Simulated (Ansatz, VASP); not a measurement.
**One calculation of Pd, two programs**

```
Pd
1.0
     0.00000    1.89865    1.89865
     1.89865    0.00000    1.89865
     1.89865    1.89865    0.00000
Pd
1
Direct
  0.00000 0.00000 0.00000
```

Change from the starting cell: volume scaled by 0.94, PAW files.

Alike in both runs: task single point; functional PBEsol; k mesh 19 × 19 × 19; occupations fermi-dirac, width 0.05 eV; no spin polarisation.

```csv
,VASP,Ansatz
version,VASP 6.6.1,Ansatz 0.2.0
potentials or method,"VASP PAW PBE potentials, release 64 (Pd)","PAW with Ansatz's default frozen-core files, scalar-relativistic"
plane-wave cutoff (eV),520,420
valence electrons in the cell,10,18
```

|  | VASP | Ansatz | Ansatz less VASP |
| --- | --- | --- | --- |
| pressure (GPa) | 14.5 | 14.9 | +0.43 |

VASP's potentials were made for PBE, not for PBEsol. VASP's potentials hold 10 valence electrons a cell and Ansatz's 18, so a difference there can come from the potentials and not from the codes.
